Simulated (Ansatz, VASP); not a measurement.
# GePt in VASP and in Ansatz

File INCAR:

```
ALGO     = Normal         # electronic algorithm
EDIFF    = 1E-6           # SCF threshold, eV
ENCUT    = 520            # plane-wave cutoff, eV
GGA      = PE             # functional
ISIF     = 2              # what is computed and relaxed
ISMEAR   = 0              # smearing method
LASPH    = T              # aspherical terms in the spheres
LCHARG   = F              # write CHGCAR
LREAL    = F              # projectors in reciprocal space
LWAVE    = F              # write WAVECAR
NBANDS   = 19             # bands
NELM     = 60             # most SCF steps
PREC     = Accurate       # precision mode
SIGMA    = 0.1            # smearing width, eV
```

KPOINTS

```
k-points
0
Gamma
  6 6 6
```

POSCAR

```
GePt
1.0
    0.0000000000      2.5787679100      2.5787679100
    2.5787679100      0.0000000000      2.5787679100
    2.5787679100      2.5787679100      0.0000000000
Ge Pt
1 1
Direct
    0.5000000000      0.5000000000      0.5000000000
    0.0000000000      0.0000000000      0.0000000000
```

Input for Ansatz:

```yaml
crystal:
  lattice:
    - [0.0, 2.57876791, 2.57876791]
    - [2.57876791, 0.0, 2.57876791]
    - [2.57876791, 2.57876791, 0.0]
  atoms:
    - { symbol: Ge, position: [0.5, 0.5, 0.5] }
    - { symbol: Pt, position: [0.0, 0.0, 0.0] }
basis:
  ecutwfc: 420
kpoints:
  mp_grid: { grid: [6, 6, 6] }
hamiltonian:
  xc: pbe
scf:
  occupations: { method: gaussian, width: 0.1 }
  lower_state_search: "off"
output:
  forces: true
  stress: true
  eigenvalues: true
```

Change from the starting cell: species swapped into the PbSe type (Fm-3m, No. 225).

Alike in both runs: task single point; functional PBE; k mesh 6 × 6 × 6; occupations gaussian, width 0.1 eV; no spin polarisation.

|  | VASP | Ansatz |
| --- | --- | --- |
| version | VASP 6.6.1 | Ansatz 0.2.0 |
| potentials or method | VASP PAW PBE potentials, release 64 (Ge_d, Pt), cutoff 520 eV | scalar-relativistic, plane waves, PAW |
| valence electrons in the cell | 24 | 32 |

```csv
,VASP,Ansatz,Ansatz less VASP
gap on the k mesh at the Fermi level (eV),none,none,-
pressure (GPa),4.2,4.2,0.00
```

A gap of «none» marks a metal or a gap that the smearing closes. VASP's potentials hold 24 valence electrons a cell and Ansatz's 32, so a difference there can come from the potentials and not from the codes.

Spin-orbit coupling is off throughout.
